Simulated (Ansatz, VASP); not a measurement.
# One calculation of AlN, two programs

File INCAR:

```
ALGO = Normal
EDIFF = 1E-6
EDIFFG = -0.01
ENCUT = 520
GGA = PE
IBRION = 2
ISIF = 2
ISMEAR = 0
LASPH = True
LCHARG = False
LREAL = False
LWAVE = False
NELM = 100
NSW = 50
PREC = Accurate
SIGMA = 0.05
```

Contents of KPOINTS:

```
k-points
0
Gamma
  9 9 6
```

POSCAR

```
AlN
1.0
    3.1298889828      0.0000000000      0.0000000000
   -1.5649444914      2.7105633702      0.0000000000
    0.0000000000      0.0000000000      5.1172954220
Al N
2 2
Direct
    0.3333333333      0.6666666667      0.0017290859
    0.6666666667      0.3333333333      0.5017290859
    0.3333333333      0.6666666667      0.3832709141
    0.6666666667      0.3333333333      0.8832709141
```

Input for Ansatz:

```yaml
crystal:
  lattice:
    - [3.1298889828, 0.0, 0.0]
    - [-1.5649444914, 2.7105633702, 0.0]
    - [0.0, 0.0, 5.117295422]
  atoms:
    - { symbol: Al, position: [0.3333333333, 0.6666666667, 0.0017290859] }
    - { symbol: Al, position: [0.6666666667, 0.3333333333, 0.5017290859] }
    - { symbol: "N", position: [0.3333333333, 0.6666666667, 0.3832709141] }
    - { symbol: "N", position: [0.6666666667, 0.3333333333, 0.8832709141] }
basis:
  ecutwfc: 520.0
kpoints:
  mp_grid: { grid: [9, 9, 6] }
hamiltonian:
  xc: pbe
  pseudopotentials: { kind: paw, azcp: { folder: soft_1 } }
scf:
  occupations: { method: gaussian, width: 0.05 }
output:
  forces: true
  stress: true
  eigenvalues: true
relax:
  adjacent_minimum: "off"
  f_tol: 0.01
  max_steps: 30
```

Change from the starting cell: engineering shear strain xz +0.0000, normal strain along z +0.0200.

Alike in both runs: task relaxation of the atoms; functional PBE; k mesh 9 × 9 × 6; occupations gaussian, width 0.05 eV; no spin polarisation.

```csv
,VASP,Ansatz
version,VASP 6.6.1,Ansatz 0.2.0
potentials or method,"VASP PAW PBE potentials, release 64 (Al, N), cutoff 520 eV","scalar-relativistic, plane waves, PAW"
valence electrons in the cell,16,16
```

|  | VASP | Ansatz | Ansatz less VASP |
| --- | --- | --- | --- |
| gap on the k mesh at the Fermi level, each at its own relaxed structure (eV) | 3.96 | 3.96 | -0.007 |

Ansatz's warnings: stress scf threshold loose.
